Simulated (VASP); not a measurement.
# BN (Cmm2) in VASP: further runs

Runs on BN. Level: r2SCAN. Tasks: single point.

Everything below comes from runs of VASP 6.6.1. Logs are shortened: lines on timing, memory, paths and dates and some standing lists are left out, and cuts for length are marked.

**1. The cell of the first run**

It takes space group Cmm2 (No. 35, orthorhombic). The conventional cell has a = 5.105 Å, b = 5.105 Å, c = 3.610 Å, α = 90.00°, β = 90.00°, γ = 90.00°. Within 2.0 Å of B (site symmetry m) lie 4 N at 1.51 to 1.56 Å. Within 2.1 Å of B (site symmetry m) lie 4 N at 1.56 to 1.62 Å. N (site symmetry mm2) has 4 B at 1.51 to 1.62 Å within 2.0 Å. N (site symmetry 2) has 4 B at 1.56 Å within 2.1 Å. Within 2.1 Å of N (site symmetry mm2) lie 4 B at 1.56 Å.

**2. Single point, r2SCAN (atom 5 (N) moved -0.100 Å along Cartesian [0 1 0])**

Input file POSCAR:

```
BN
1.0
    3.6096275117      0.0000000000      0.0000000000
    0.0000000000     -3.6096275117      0.0000000000
    0.0000000000      0.0000000000     -3.6096275117
B N
4 4
Direct
    0.0000000000      0.0000000000      0.0000000000
    0.5000000000      0.5000000000      0.0000000000
    0.5000000000      0.0000000000      0.5000000000
    0.0000000000      0.5000000000      0.5000000000
    0.7500000000      0.7777036896      0.7500000000
    0.2500000000      0.2500000000      0.7500000000
    0.2500000000      0.7500000000      0.2500000000
    0.7500000000      0.2500000000      0.2500000000
```

Input file INCAR.step1:

```
SYSTEM = BN
ALGO = Normal
EDIFF = 1E-4
ENCUT = 520
GGA = PE
ISMEAR = 0
LASPH = .TRUE.
LCHARG = .FALSE.
LREAL = .FALSE.
LWAVE = .TRUE.
NBANDS = 26
NELM = 80
PREC = Accurate
SIGMA = 0.05
```

Input file INCAR.step2:

```
SYSTEM = BN
ALGO = Normal
EDIFF = 1E-6
ENCUT = 520
ISIF = 2
ISMEAR = 0
ISTART = 1
LASPH = .TRUE.
LCHARG = .TRUE.
LELF = .TRUE.
LMIXTAU = .TRUE.
LREAL = .FALSE.
LVHAR = .TRUE.
LWAVE = .FALSE.
METAGGA = R2SCAN
NBANDS = 26
NELM = 80
PREC = Accurate
SIGMA = 0.05
```

Input file KPOINTS:

```
k-points
0
G
  6 6 6
  0 0 0
```

Potentials or basis: VASP PAW PBE potentials, release 64 (B, N).

The run is started by

```sh
$ cat potpaw_PBE.64/B/POTCAR potpaw_PBE.64/N/POTCAR > POTCAR
$ cp INCAR.step1 INCAR
$ mpirun -np 1 vasp_std > vasp.out
$ cp INCAR.step2 INCAR
$ mpirun -np 1 vasp_std > vasp.out
```

OUTCAR:

```text
SYSTEM = BN
   EDIFF = 1E-6
   ENCUT = 520
   ISIF = 2
   ISMEAR = 0
   ISTART = 1
   LASPH = .TRUE.
   LREAL = .FALSE.
   METAGGA = R2SCAN
   NELM = 80
   PREC = Accurate

 ion  position               nearest neighbor table
   1  0.000  0.000  0.000-   5 1.51   6 1.56   7 1.56   8 1.56
   2  0.500  0.500  0.000-   6 1.56   7 1.56   8 1.56   5 1.62
   3  0.500  0.000  0.500-   5 1.51   6 1.56   7 1.56   8 1.56
   4  0.000  0.500  0.500-   6 1.56   7 1.56   8 1.56   5 1.62
   5  0.750  0.778  0.750-   1 1.51   3 1.51   2 1.62   4 1.62
   6  0.250  0.250  0.750-   1 1.56   2 1.56   3 1.56   4 1.56
   7  0.250  0.750  0.250-   1 1.56   2 1.56   3 1.56   4 1.56
   8  0.750  0.250  0.250-   1 1.56   2 1.56   3 1.56   4 1.56

  LATTYP: Found a simple cubic cell.
 ALAT       =     3.6096275117

  Lattice vectors:

 A1 = (   3.6096275117,   0.0000000000,   0.0000000000)
 A2 = (   0.0000000000,  -3.6096275117,   0.0000000000)
 A3 = (   0.0000000000,   0.0000000000,  -3.6096275117)

Analysis of symmetry for initial positions (statically):
=====================================================================
 Subroutine PRICEL returns:
 Original cell was already a primitive cell.

 Routine SETGRP: Setting up the symmetry group for a
 simple cubic supercell.

 Subroutine GETGRP returns: Found  4 space group operations
 (whereof  2 operations were pure point group operations)
 out of a pool of 48 trial point group operations.

The static configuration has the point symmetry C_1h.
 The point group associated with its full space group is C_2v.

Analysis of symmetry for dynamics (positions and initial velocities):
=====================================================================
 Subroutine PRICEL returns:
 Original cell was already a primitive cell.

 Routine SETGRP: Setting up the symmetry group for a
 simple cubic supercell.

 Subroutine GETGRP returns: Found  4 space group operations
 (whereof  2 operations were pure point group operations)
 out of a pool of 48 trial point group operations.

The dynamic configuration has the point symmetry C_1h.
 The point group associated with its full space group is C_2v.

 Subroutine INISYM returns: Found  4 space group operations
 (whereof  2 operations are pure point group operations),
 and found     1 'primitive' translations

----------------------------------------------------------------------------------------

                                     Primitive cell

  volume of cell :      47.0313

  direct lattice vectors                    reciprocal lattice vectors
     3.609627512  0.000000000  0.000000000     0.277036896  0.000000000  0.000000000
     0.000000000 -3.609627512  0.000000000     0.000000000 -0.277036896  0.000000000
     0.000000000  0.000000000 -3.609627512     0.000000000  0.000000000 -0.277036896

  length of vectors
     3.609627512  3.609627512  3.609627512     0.277036896  0.277036896  0.277036896

  position of ions in fractional coordinates (direct lattice)
     0.000000000  0.000000000  0.000000000
     0.500000000  0.500000000  0.000000000
     0.500000000  0.000000000  0.500000000
     0.000000000  0.500000000  0.500000000
     0.750000000  0.777703690  0.750000000
     0.250000000  0.250000000  0.750000000
     0.250000000  0.750000000  0.250000000
     0.750000000  0.250000000  0.250000000

  ion indices of the primitive-cell ions
   primitive index   ion index
                 1           1
                 2           2
                 3           3
                 4           4
                 5           5
                 6           6
                 7           7
                 8           8

----------------------------------------------------------------------------------------

 KPOINTS: k-points

Automatic generation of k-mesh.
 Grid dimensions read from file:
 generate k-points for:    6    6    6

 Generating k-lattice:

  Cartesian coordinates                     Fractional coordinates (reciprocal lattice)
     0.046172816  0.000000000  0.000000000     0.166666667  0.000000000  0.000000000
     0.000000000 -0.046172816  0.000000000     0.000000000  0.166666667  0.000000000
     0.000000000  0.000000000 -0.046172816     0.000000000  0.000000000  0.166666667

  Length of vectors
     0.046172816  0.046172816  0.046172816

  Shift w.r.t. Gamma in fractional coordinates (k-lattice)
     0.000000000  0.000000000  0.000000000

 Subroutine IBZKPT returns following result:
 ===========================================

 Found     52 irreducible k-points:

 Following reciprocal coordinates:
            Coordinates               Weight
  0.000000  0.000000  0.000000      1.000000
  0.166667  0.000000  0.000000      4.000000
  0.000000  0.166667  0.000000      2.000000
  0.333333  0.000000  0.000000      4.000000
  0.000000  0.333333  0.000000      2.000000
  0.500000  0.000000  0.000000      2.000000
[... 16 lines left out ...]
  0.333333  0.000000  0.500000      4.000000
  0.500000  0.500000  0.000000      2.000000
 [... further k-points ...]
   k-points           NKPTS =     52   k-points in BZ     NKDIM =     52   number of bands    NBANDS=     26
   number of dos      NEDOS =    301   number of ions     NIONS =      8
   total plane-waves  NPLWV =  21952
   dimension x,y,z NGX =    28 NGY =   28 NGZ =   28
   dimension x,y,z NGXF=    56 NGYF=   56 NGZF=   56
   ions per type =               4   4
   NGX,Y,Z   is equivalent  to a cutoff of  12.90, 12.90, 12.90 a.u.
   NGXF,Y,Z  is equivalent  to a cutoff of  25.79, 25.79, 25.79 a.u.
 SYSTEM =  BN
   PREC   = accura    normal or accurate (medium, high low for compatibility)
   ISTART =      1    job   : 0-new  1-cont  2-samecut
   ICHARG =      0    charge: 1-file 2-atom 10-const
   ISPIN  =      1    spin polarized calculation?
   LNONCOLLINEAR =      F non collinear calculations
   LSORBIT =      F    spin-orbit coupling
   LASPH  =      T    aspherical Exc in radial PAW
   ENCUT  =  520.0 eV  38.22 Ry    6.18 a.u.   6.71  6.71  6.71*2*pi/ulx,y,z
   NELM   =     80;   NELMIN=  2; NELMDL=  0     # of ELM steps
   EDIFF  = 0.1E-05   stopping-criterion for ELM
   LREAL  =      F    real-space projection
   EDIFFG = 0.1E-04   stopping-criterion for IOM
   NSW    =      0    number of steps for IOM
   IBRION =     -1    ionic relax: 0-MD 1-quasi-New 2-CG
   NFREE  =      0    steps in history (QN), initial steepest desc. (CG)
   ISIF   =      2    stress and relaxation
   ISYM   =      2    0-nonsym 1-usesym 2-fastsym
   POTIM  = 0.5000    time-step for ionic-motion
   TEBEG  =    0.0;   TEEND  =   0.0 temperature during run
   PSTRESS=    0.0 pullay stress
   NELECT =      32.0000    total number of electrons
   NUPDOWN=      -1.0000    fix difference up-down
   EMIN   =  10.00;   EMAX   =-10.00  energy-range for DOS
   EFERMI =   0.00;   METHOD = LEGACY
   ISMEAR =     0;   SIGMA  =   0.05  broadening in eV -4-tet -1-fermi 0-gaus
   EFERMI_NEDOS =   21; number of points for ismear=-14 and -15
   IALGO  =     38    algorithm
   IMIX   =      4    mixing-type and parameters
     AMIX     =   0.40;   BMIX     =  1.00
     AMIX_MAG =   1.60;   BMIX_MAG =  1.00
  volume/ion in A,a.u.               =       5.88        39.67
  Fermi-wavevector in a.u.,A,eV,Ry     =   1.439889  2.720996 28.208703  2.073281
  Thomas-Fermi vector in A             =   2.558695
   LORBIT       =      0    0 simple, 1 ext, 2 COOP (PROOUT), +10 PAW based schemes
   METAGGA = R2SCAN    functional components
   LHFCALC =     F    Hartree Fock is set to
   AEXX    =    0.0000 exact exchange contribution
   IVDW    =     0    specifies the selected vdW correction
   LEPSILON=     F    determine dielectric tensor
   LRPA    =     F    only Hartree local field effects (RPA)
 non-spin polarized calculation
 Gauss-broadening in eV      SIGMA  =   0.05
  energy-cutoff  :      520.00
  volume of cell :       47.03
 maximum number of plane-waves:      1328
   NGX = 13   NGY = 13   NGZ = 13

 number of electron      31.9999999 magnetization

 Free energy of the ion-electron system (eV)
  ---------------------------------------------------
  ext. energy  EPLUGINS =         0.00000000
  ---------------------------------------------------
  free energy    TOTEN  =       -76.50250847 eV

  energy without entropy =      -76.50250847  energy(sigma->0) =      -76.50250847

 E-fermi :   7.7661     XC(G=0): -13.6697

 val. band max:        7.5272316330   @ k =   0.0000   0.0000   0.0000
 cond. band min:      12.2434630185   @ k =   0.0000   0.0000   0.0000
 fundamental gap:      4.7162313855
 Fermi energy:         7.7661354759

 k-point     1 :       0.0000    0.0000    0.0000
  band No.  band energies     occupation
      1     -14.0544      2.00000
      2      -8.3378      2.00000
      3      -8.3038      2.00000
      4      -8.2872      2.00000
      5      -2.1594      2.00000
      6      -2.0220      2.00000
[... 18 lines left out ...]
     25      17.4586      0.00000
     26      18.3711      0.00000

 k-point     2 :       0.1667    0.0000    0.0000
  band No.  band energies     occupation
      1     -13.8204      2.00000
      2      -9.0918      2.00000
      3      -8.2487      2.00000
      4      -8.2187      2.00000
      5      -1.8889      2.00000
      6      -1.8397      2.00000
[... 18 lines left out ...]
     25      18.0825      0.00000
     26      19.0462      0.00000

 k-point     3 :       0.0000    0.1667    0.0000
  band No.  band energies     occupation
      1     -13.8212      2.00000
      2      -9.0837      2.00000
      3      -8.2404      2.00000
      4      -8.2337      2.00000
      5      -1.9686      2.00000
      6      -1.7756      2.00000
[... 18 lines left out ...]
     25      18.2631      0.00000
     26      19.0076      0.00000

 k-point     4 :       0.3333    0.0000    0.0000
  band No.  band energies     occupation
      1     -13.1291      2.00000
      2     -10.5848      2.00000
      3      -8.0948      2.00000
      4      -8.0751      2.00000
      5      -1.3298      2.00000
      6      -1.2883      2.00000
[... 18 lines left out ...]
     25      20.1082      0.00000
     26      20.3163      0.00000

 k-point     5 :       0.0000    0.3333    0.0000
  band No.  band energies     occupation
      1     -13.1338      2.00000
      2     -10.5710      2.00000
      3      -8.0933      2.00000
      4      -8.0858      2.00000
      5      -1.4363      2.00000
      6      -1.2001      2.00000
[... 18 lines left out ...]
     25      19.9651      0.00000
     26      20.3446      0.00000

 k-point     6 :       0.5000    0.0000    0.0000
  band No.  band energies     occupation
      1     -12.0253      2.00000
      2     -12.0123      2.00000
      3      -8.0102      2.00000
      4      -8.0015      2.00000
      5      -0.7560      2.00000
      6      -0.6915      2.00000
[... 427 lines left out ...]
 k-point    21 :       0.5000    0.3333    0.0000
  band No.  band energies     occupation
      1     -11.2258      2.00000
      2     -11.1979      2.00000
      3      -9.2115      2.00000
      4      -9.1839      2.00000
      5      -1.3264      2.00000
      6      -1.3194      2.00000
[... 18 lines left out ...]
     25      21.0718      0.00000
     26      21.1104      0.00000

 k-point    22 :       0.0000    0.5000    0.3333
  band No.  band energies     occupation
      1     -11.3483      2.00000
      2     -11.0583      2.00000
      3      -9.2976      2.00000
      4      -9.1157      2.00000
      5      -1.3991      2.00000
      6      -1.2331      2.00000
[... 18 lines left out ...]
     25      20.8717      0.00000
     26      21.4851      0.00000

 k-point    23 :       0.3333    0.0000    0.5000
  band No.  band energies     occupation
      1     -11.2113      2.00000
      2     -11.1964      2.00000
      3      -9.2180      2.00000
      4      -9.2097      2.00000
      5      -1.3895      2.00000
      6      -1.2209      2.00000
[... 18 lines left out ...]
     25      20.8508      0.00000
     26      21.0919      0.00000

 k-point    24 :       0.5000    0.5000    0.0000
  band No.  band energies     occupation
      1     -10.5154      2.00000
      2     -10.2878      2.00000
      3     -10.2597      2.00000
      4     -10.0314      2.00000
      5      -0.8789      2.00000
      6      -0.6864      2.00000
[... 18 lines left out ...]
     25      20.8382      0.00000
     26      20.9367      0.00000

 [... further k-points ...]

------------------------ aborting loop because EDIFF is reached ----------------------------------------

  FORCE on cell =-STRESS in cart. coord.  units (eV):
  Direction    XX          YY          ZZ          XY          YZ          ZX
  --------------------------------------------------------------------------------------
  -------------------------------------------------------------------------------------
  Total        0.6999475      0.4335028      0.6999475      0.0000000      0.0000000     -0.1272390
  in kB       23.8445367     14.7677831     23.8445367      0.0000000      0.0000000     -4.3345452
  external PRESSURE =      20.8189522 kB  Pullay stress =       0.0000000 kB

 VOLUME and BASIS-vectors are now :
 -----------------------------------------------------------------------------
  energy-cutoff  :      520.00
  volume of cell :       47.03
      direct lattice vectors                 reciprocal lattice vectors
     3.609627512  0.000000000  0.000000000     0.277036896  0.000000000  0.000000000
     0.000000000 -3.609627512  0.000000000     0.000000000 -0.277036896  0.000000000
     0.000000000  0.000000000 -3.609627512     0.000000000  0.000000000 -0.277036896

 POSITION                                       TOTAL-FORCE (eV/Angst)
 -----------------------------------------------------------------------------------
      0.00000      0.00000      0.00000         0.246252     -0.682662     -0.246252
      1.80481     -1.80481      0.00000         0.099717     -0.525321      0.099717
      1.80481      0.00000     -1.80481        -0.246252     -0.682662      0.246252
      0.00000     -1.80481     -1.80481        -0.099717     -0.525321     -0.099717
      2.70722     -2.80722     -2.70722         0.000000      3.660913      0.000000
      0.90241     -0.90241     -2.70722        -0.000000     -0.746933      0.000000
      0.90241     -2.70722     -0.90241        -0.000000      0.248918      0.000000
      2.70722     -0.90241     -0.90241        -0.000000     -0.746933      0.000000
 -----------------------------------------------------------------------------------
    total drift:                                0.000000      0.000064     -0.000000

  FREE ENERGIE OF THE ION-ELECTRON SYSTEM (eV)
  ---------------------------------------------------
  free  energy   TOTEN  =       -76.5025084710 eV

  energy  without entropy=      -76.5025084710  energy(sigma->0) =      -76.50250847
```

It took 1.8 min on 1 thread of AMD EPYC 9R45 (Zen 5), shared host; peak memory 0.16 GiB.

Results:

```yaml
Free_energy: -76.5025 eV
Pressure: 2.1 GPa
Largest_force: 3.661 eV/Å
Band_gap_on_the_k_mesh: 4.72 eV
```

Forces on the atoms (eV/Å):
```
B    0.246 -0.683 -0.246
B    0.100 -0.525  0.100
B   -0.246 -0.683  0.246
B   -0.100 -0.525 -0.100
N    0.000  3.661  0.000
N    0.000 -0.747  0.000
N    0.000  0.249  0.000
N    0.000 -0.747  0.000
```

Stress tensor (GPa, compression positive):
```
 2.38  0.00 -0.43
 0.00  1.48  0.00
-0.43  0.00  2.38
```

Caveat: the cell differs from its parent crystal (atom 5 (N) moved -0.100 Å along Cartesian [0 1 0]); the PAW data sets were made with another functional, which shifts forces and pressure a little. A k mesh can miss the band edges.

**3. Single point, r2SCAN (atom 5 (N) moved +0.075 Å along Cartesian [0 1 0])**

POSCAR, as its differences from that of step 2:

```diff
@@ -12,3 +12,3 @@
     0.0000000000      0.5000000000      0.5000000000
-    0.7500000000      0.7777036896      0.7500000000
+    0.7500000000      0.7292222328      0.7500000000
     0.2500000000      0.2500000000      0.7500000000
```

Input file INCAR.step1:

```
PREC = Accurate
ENCUT = 520
ISMEAR = 0
SIGMA = 0.05
LREAL = False
LASPH = True
NELM = 100
NBANDS = 26
GGA = PE
ALGO = Normal
EDIFF = 1E-4
LWAVE = True
LCHARG = False
```

Input file INCAR.step2:

```
PREC = Accurate
ENCUT = 520
EDIFF = 1E-6
ISMEAR = 0
SIGMA = 0.05
LREAL = False
LASPH = True
NELM = 100
ALGO = Normal
ISIF = 2
LWAVE = False
LCHARG = True
METAGGA = R2SCAN
LMIXTAU = True
LELF = True
LVHAR = True
NBANDS = 26
ISTART = 1
```

Input file KPOINTS:

```
regular mesh
0
Gamma
  6 6 6
```

Potentials or basis: VASP PAW PBE potentials, release 64 (B, N).

The run is started by

```sh
$ cat potpaw_PBE.64/B/POTCAR potpaw_PBE.64/N/POTCAR > POTCAR
$ cp INCAR.step1 INCAR
$ mpirun -np 1 vasp_std > vasp.out
$ cp INCAR.step2 INCAR
$ mpirun -np 1 vasp_std > vasp.out
```

Run time: 1.7 min. Hardware: 1 thread of AMD EPYC 9R45 (Zen 5), shared host; peak memory 0.16 GiB.

It converged, with:

```
Free energy            : -76.5827 eV
Pressure               : 1.7 GPa
Largest force          : 2.755 eV/Å
Band gap on the k mesh : 4.79 eV
```

Forces in eV/Å, atoms in the order of the input:
```
B   -0.087  0.411  0.087
B   -0.170  0.500 -0.170
B    0.087  0.411 -0.087
B    0.170  0.500  0.170
N    0.000 -2.755  0.000
N    0.000  0.560  0.000
N    0.000 -0.187  0.000
N    0.000  0.560  0.000
```

Stress tensor (GPa, compression positive):
```
1.84 0.00 0.30
0.00 1.33 0.00
0.30 0.00 1.84
```

Levels at points of the mesh, in eV from the valence-band top:
| k point | band 14 | band 15 | band 16 | band 17 | band 18 | band 19 |
| --- | --- | --- | --- | --- | --- | --- |
| (0.00, 0.00, 0.00) | -0.35 | -0.18 | 0.00 | 4.79 | 4.81 | 4.83 |
| (0.50, 0.00, 0.00) | -3.31 | -3.28 | -3.24 | 7.23 | 7.24 | 10.11 |
| (0.00, 0.50, 0.00) | -3.38 | -3.25 | -3.03 | 7.23 | 7.29 | 10.14 |
| (0.50, 0.50, 0.00) | -2.36 | -2.32 | -2.18 | 10.00 | 10.07 | 10.41 |
| (0.50, 0.00, 0.50) | -2.36 | -2.35 | -2.08 | 10.12 | 10.23 | 10.28 |
| (0.50, 0.50, 0.50) | -2.19 | -2.07 | -1.83 | 10.44 | 10.51 | 10.64 |

Caveat: the cell differs from its parent crystal (atom 5 (N) moved +0.075 Å along Cartesian [0 1 0]); the PAW data sets were made with another functional, which shifts forces and pressure a little.

(Continued in part 2 of 2.)
